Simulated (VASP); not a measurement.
Here is a VASP 6.6.1 calculation.

INCAR

```
SYSTEM = La
PREC = Accurate
ENCUT = 520
EDIFF = 1E-6
ISMEAR = -1
SIGMA = 0.13605693000000002
LREAL = .False.
LASPH = .True.
NELM = 80
ALGO = Normal
ISIF = 2
LWAVE = .False.
LCHARG = .False.
GGA = PE
NBANDS = 12
```

Contents of KPOINTS:

```
Automatic mesh
0
Gamma
  11 11 11
  0 0 0
```

Contents of POSCAR:

```
La
1.0
   -2.1143946799      2.1143946799      2.1143946799
    2.1143946799     -2.1143946799      2.1143946799
    2.1143946799      2.1143946799     -2.1143946799
La
1
Direct
    0.0000000000      0.0000000000      0.0000000000
```

Potentials or basis: VASP PAW PBE potentials, release 64 (La).

Command:

```bash
$ cat potpaw_PBE.64/La/POTCAR > POTCAR
$ mpirun -np 1 vasp_std > vasp.out
```

Question: Predict the pressure.

Answer: 0.2 GPa.
